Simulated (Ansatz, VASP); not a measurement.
One calculation of B, two programs

Contents of POSCAR:

```
B
1.0
    1.8852400000      0.0000000000      0.0000000000
    0.0000000000      1.8852400000      0.0000000000
    0.0000000000      0.0000000000      1.8852400000
B
1
Direct
    0.5000000000      0.5000000000      0.5000000000
```

File INCAR.step1:

```
PREC     = Accurate       # precision mode
ENCUT    = 520            # plane-wave cutoff, eV
EDIFF    = 1E-5           # SCF threshold, eV
ISMEAR   = -1             # smearing method
SIGMA    = 0.05           # smearing width, eV
LREAL    = F              # projectors in reciprocal space
LASPH    = T              # aspherical terms in the spheres
NELM     = 100            # most SCF steps
ALGO     = Normal         # electronic algorithm
ISIF     = 2              # what is computed and relaxed
LWAVE    = T              # write WAVECAR
GGA      = PE             # functional
NBANDS   = 8              # bands
```

The input INCAR.step2:

```
PREC     = Accurate       # precision mode
ENCUT    = 520            # plane-wave cutoff, eV
EDIFF    = 1E-7           # SCF threshold, eV
ISMEAR   = -1             # smearing method
SIGMA    = 0.05           # smearing width, eV
LREAL    = F              # projectors in reciprocal space
LASPH    = T              # aspherical terms in the spheres
NELM     = 100            # most SCF steps
ALGO     = Normal         # electronic algorithm
ISIF     = 2              # what is computed and relaxed
LWAVE    = F              # write WAVECAR
LCHARG   = T              # write CHGCAR
GGA      = PE             # functional
LHFCALC  = T              # exact exchange
AEXX     = 0.25           # exact-exchange fraction
PRECFOCK = Normal       
LELF     = T              # ELF
LVHAR    = T            
ISTART   = 1            
NBANDS   = 8              # bands
```

Contents of KPOINTS:

```
regular mesh
0
Gamma
  7 7 7
```

Contents of input.yaml:

```yaml
crystal:
  lattice:
    - [1.88524, 0.0, 0.0]
    - [0.0, 1.88524, 0.0]
    - [0.0, 0.0, 1.88524]
  atoms:
    - { symbol: B, position: [0.5, 0.5, 0.5] }
hamiltonian:
  xc: pbe0
  pseudopotentials: { kind: paw }
kpoints:
  mp_grid: { grid: [7, 7, 7] }
scf:
  occupations: { method: fermi_dirac, width: 0.05 }
output:
  forces: true
  stress: true
  eigenvalues: true
  write_density: true
  write_potential: true
  elf: true
  volumetric_format: npy
```

Alike in both runs: task single point; functional PBE0; k mesh 7 × 7 × 7; occupations fermi-dirac, width 0.05 eV; no spin polarisation.

|  | VASP | Ansatz |
| --- | --- | --- |
| version | VASP 6.6.1 | Ansatz 0.2.0 |
| potentials or method | VASP PAW PBE potentials, release 64 (B) | Ansatz PAW |
| plane-wave cutoff (eV) | 520 | 420 |
| valence electrons in the cell | 3 | 3 |

VASP gave:

* gap on the k mesh at the Fermi level (eV): none
* pressure (GPa): -5.2

Question: Estimate Ansatz's values.

Answer: gap on the k mesh at the Fermi level (eV): none; pressure (GPa): -5.0.

A gap of «none» marks a metal or a gap that the smearing closes. With one functional, cell and mesh, what is left measures potentials, basis and numerics.

The k mesh is coarse, so the values compare programs but aren't converged.
